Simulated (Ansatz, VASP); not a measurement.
**SrO in VASP and in Ansatz**

```
CELL_PARAMETERS angstrom
0.00000 2.65097 2.49351
2.65097 0.00000 2.49351
2.65097 2.65097 0.00000
ATOMIC_POSITIONS crystal
Sr 0.00000 0.00000 0.00000
O 0.50000 0.50000 0.50000
```

Change from the starting cell: z stretched by -4 % at fixed volume.

Alike in both runs: task single point; functional PBE; k mesh 13 × 13 × 13; occupations fermi-dirac, width 0.03 eV; no spin polarisation.

```csv
,VASP,Ansatz
version,VASP 6.6.1,Ansatz 0.2.0
potentials or method,"VASP PAW PBE potentials, release 64 (Sr_sv, O), cutoff 520 eV","all-electron LAPW, scalar-relativistic"
```

```csv
,VASP,Ansatz,Ansatz less VASP
gap on the k mesh at the Fermi level (eV),3.01,3.06,+0.049
pressure (GPa),1.3,0.8,-0.54
"traceless stress, the component that is largest in VASP (GPa)",5.55,5.25,-0.299
```

Ansatz ran all-electron here, and VASP with PAW potentials.
